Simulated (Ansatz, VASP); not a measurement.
Two plane-wave programs on Cu

```
Cu
1.0
    -1.47465    1.47465    1.37444
     1.47465   -1.47465    1.37444
     1.47465    1.47465   -1.37444
Cu
1
Direct
  0.00000 0.00000 0.00000
```

Alike in both runs: functional PBE; k mesh 4 × 4 × 4; occupations gaussian, width 0.1 eV; no spin polarisation.

Ansatz relaxed the structure, and its values are those at the end. VASP's run is a single point on that final structure, the one shown.

|  | VASP | Ansatz |
| --- | --- | --- |
| version | VASP 6.6.1 | Ansatz 0.2.0 |
| potentials or method | VASP PAW PBE potentials, release 64 (Cu), cutoff 520 eV | scalar-relativistic, plane waves, PAW |
| valence electrons in the cell | 11 | 19 |

```tsv
	VASP	Ansatz	Ansatz less VASP
gap on the k mesh at the Fermi level (eV)	none	none	-
pressure (GPa)	0.5	0.0	-0.55
```

A gap of «none» marks a metal or a gap that the smearing closes. With one functional, cell and mesh, what is left measures potentials, basis and numerics. VASP's potentials hold 11 valence electrons a cell and Ansatz's 19, so a difference there can come from the potentials and not from the codes.

The k mesh is coarse, so the values compare programs but aren't converged.
